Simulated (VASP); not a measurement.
# AlN (I-4m2) in VASP: a series of runs, part 2 of 2

VASP 6.6.1.

### Step 4. Single point, PBE (strain +0.015 along x and y, +0.000 along z)

Contents of INCAR:

```
PREC     = Accurate       # precision mode
ENCUT    = 520            # plane-wave cutoff, eV
EDIFF    = 1E-7           # SCF threshold, eV
ISMEAR   = 0              # smearing method
SIGMA    = 0.05           # smearing width, eV
LREAL    = False          # projectors in reciprocal space
LASPH    = True           # aspherical terms in the spheres
NELM     = 100            # most SCF steps
ALGO     = Normal         # electronic algorithm
ISIF     = 2              # what is computed and relaxed
LWAVE    = False          # write WAVECAR
LCHARG   = False          # write CHGCAR
GGA      = PE             # functional
NBANDS   = 11             # bands
```

Contents of KPOINTS:

```
regular mesh
0
Gamma
  10 10 10
```

Contents of POSCAR:

```
AlN
1.0
    0.0000000000      2.2346109109      2.2015871043
    2.2346109109      0.0000000000      2.2015871043
    2.2346109109      2.2346109109      0.0000000000
Al N
1 1
Direct
    0.0000000000      0.0000000000      0.0000000000
    0.7500000000      0.7500000000      0.7500000000
```

On the command line:

```console
cat potpaw_PBE.64/Al/POTCAR potpaw_PBE.64/N/POTCAR > POTCAR
mpirun -np 1 vasp_std > vasp.out
```

It took 13 s on 1 thread of Intel Xeon Platinum 8488C (Sapphire Rapids), shared host; peak memory 0.14 GiB.

It converged, with:

- Free energy: -14.8342 eV
- Pressure: -5.7 GPa
- Band gap on the k mesh: 3.21 eV, indirect (least direct gap 3.69 eV)

Stress tensor (GPa, compression positive):
```
-6.35  0.00  0.00
 0.00 -6.35  0.00
 0.00  0.00 -4.41
```

Levels at points of the mesh, in eV from the valence-band top:
```tsv
k point	band 1	band 2	band 3	band 4	band 5	band 6	band 7	band 8
(0.00, 0.00, 0.00)	-14.72	-0.06	-0.06	0.00	3.69	11.98	12.00	12.00
(0.50, 0.00, 0.00)	-12.82	-5.67	-0.57	-0.46	6.85	9.46	10.64	10.91
(0.50, 0.50, 0.00)	-12.20	-4.69	-1.83	-1.83	3.21	8.09	13.38	14.96
(0.50, 0.00, 0.50)	-12.26	-4.83	-1.72	-1.71	3.27	8.32	13.13	14.86
```

Caveat: the cell differs from its parent crystal (strain +0.015 along x and y, +0.000 along z).

### Step 5. Single point, PBE (strain +0.015 along x and y, +0.030 along z)

Contents of INCAR:

```
SYSTEM = AlN
ALGO     = Normal         ! electronic algorithm
EDIFF    = 1E-6           ! SCF threshold, eV
ENCUT    = 520            ! plane-wave cutoff, eV
GGA      = PE             ! functional
ISIF     = 2              ! what is computed and relaxed
ISMEAR   = 0              ! smearing method
LASPH    = .True.         ! aspherical terms in the spheres
LCHARG   = .False.        ! write CHGCAR
LREAL    = .False.        ! projectors in reciprocal space
LWAVE    = .False.        ! write WAVECAR
NBANDS   = 11             ! bands
NELM     = 60             ! most SCF steps
PREC     = Accurate       ! precision mode
SIGMA    = 0.05           ! smearing width, eV
```

Contents of KPOINTS:

```
k-points
0
Gamma
  10 10 10
  0 0 0
```

Contents of POSCAR:

```
AlN
1.0
    0.0000000000      2.2346109109      2.2676347174
    2.2346109109      0.0000000000      2.2676347174
    2.2346109109      2.2346109109      0.0000000000
Al N
1 1
Direct
    0.0000000000      0.0000000000      0.0000000000
    0.7500000000      0.7500000000      0.7500000000
```

On the command line:

```console
cat potpaw_PBE.64/Al/POTCAR potpaw_PBE.64/N/POTCAR > POTCAR
mpirun -np 1 vasp_std > vasp.out
```

Run time: 15 s. Hardware: 1 thread of Intel Xeon Platinum 8488C (Sapphire Rapids), shared host; peak memory 0.15 GiB.

Results (log left out):

| Quantity | Value |
| --- | --- |
| Free energy | -14.8009 eV |
| Pressure | -10.5 GPa |
| Band gap on the k mesh | 3.23 eV, indirect (least direct gap 3.46 eV) |

Stress tensor (GPa, compression positive):
```
 -9.77   0.00   0.00
  0.00  -9.77   0.00
  0.00   0.00 -11.87
```

Levels at points of the mesh, in eV from the valence-band top:
| k point | band 1 | band 2 | band 3 | band 4 | band 5 | band 6 | band 7 | band 8 |
| --- | --- | --- | --- | --- | --- | --- | --- | --- |
| (0.00, 0.00, 0.00) | -14.53 | -0.06 | 0.00 | 0.00 | 3.46 | 11.73 | 11.73 | 11.75 |
| (0.50, 0.00, 0.00) | -12.72 | -5.53 | -0.55 | -0.43 | 6.61 | 9.28 | 10.49 | 10.73 |
| (0.50, 0.50, 0.00) | -12.20 | -4.77 | -1.63 | -1.63 | 3.29 | 8.23 | 12.70 | 14.77 |
| (0.50, 0.00, 0.50) | -12.14 | -4.63 | -1.75 | -1.74 | 3.23 | 8.01 | 12.94 | 14.46 |

Caveat: the cell differs from its parent crystal (strain +0.015 along x and y, +0.030 along z). A k mesh can miss the band edges.

### Step 6. Single point, PBE (strain +0.030 along x and y, +0.015 along z)

Contents of INCAR:

```
PREC = Accurate
ENCUT = 520
EDIFF = 1E-6
ISMEAR = 0
SIGMA = 0.05
LREAL = False
LASPH = True
NELM = 100
ALGO = Normal
ISIF = 2
LWAVE = False
LCHARG = False
GGA = PE
NBANDS = 11
```

Contents of KPOINTS:

```
Automatic mesh
0
Gamma
  10 10 10
```

Contents of POSCAR:

```
AlN
1.0
    0.0000000000      2.2676347174      2.2346109109
    2.2676347174      0.0000000000      2.2346109109
    2.2676347174      2.2676347174      0.0000000000
Al N
1 1
Direct
    0.0000000000      0.0000000000      0.0000000000
    0.7500000000      0.7500000000      0.7500000000
```

Potentials or basis: VASP PAW PBE potentials, release 64 (Al, N).

On the command line:

```console
cat potpaw_PBE.64/Al/POTCAR potpaw_PBE.64/N/POTCAR > POTCAR
mpirun -np 1 vasp_std > vasp.out
```

Wall time 11 s (1 thread of Intel Xeon Platinum 8488C (Sapphire Rapids), shared host); peak memory 0.14 GiB.

It converged, with:

- Free energy: -14.7771 eV
- Pressure: -12.6 GPa
- Band gap on the k mesh: 3.18 eV, indirect (least direct gap 3.32 eV)

Stress tensor (GPa, compression positive):
```
-13.27   0.00   0.00
  0.00 -13.27   0.00
  0.00   0.00 -11.32
```

Levels at points of the mesh, in eV from the valence-band top:
| k point | band 2 | band 3 | band 4 | band 5 | band 6 | band 7 |
| --- | --- | --- | --- | --- | --- | --- |
| (0.00, 0.00, 0.00) | -0.06 | -0.06 | 0.00 | 3.32 | 11.57 | 11.59 |
| (0.50, 0.00, 0.00) | -5.50 | -0.56 | -0.45 | 6.46 | 9.17 | 10.38 |
| (0.50, 0.50, 0.00) | -4.57 | -1.78 | -1.78 | 3.18 | 7.83 | 12.83 |
| (0.50, 0.00, 0.50) | -4.70 | -1.67 | -1.67 | 3.24 | 8.05 | 12.59 |

Caveat: the cell differs from its parent crystal (strain +0.030 along x and y, +0.015 along z). A k mesh can miss the band edges.

### Step 7. Summary

```csv
cell,gap on the mesh (eV),pressure (GPa)
"a = 3.114, b = 3.114, c = 3.160 Å, angles 59.5, 59.5, 61.0°, 2 atoms",3.14,-3.1
"a = 3.161, b = 3.161, c = 3.207 Å, angles 59.5, 59.5, 61.0°, 2 atoms",3.12,-10.5
"a = 3.137, b = 3.137, c = 3.160 Å, angles 59.8, 59.8, 60.5°, 2 atoms",3.21,-5.7
"a = 3.184, b = 3.184, c = 3.160 Å, angles 60.2, 60.2, 59.5°, 2 atoms",3.23,-10.5
"a = 3.184, b = 3.184, c = 3.207 Å, angles 59.8, 59.8, 60.5°, 2 atoms",3.18,-12.6
```

Alike in all rows: task single point; level PBE; potentials or basis VASP PAW PBE potentials, release 64 (Al, N); no spin polarisation; k mesh 10 × 10 × 10; cutoff (eV) 520; smearing gaussian 0.05 eV.

Absolute energies hang on the potentials; compare differences alone.
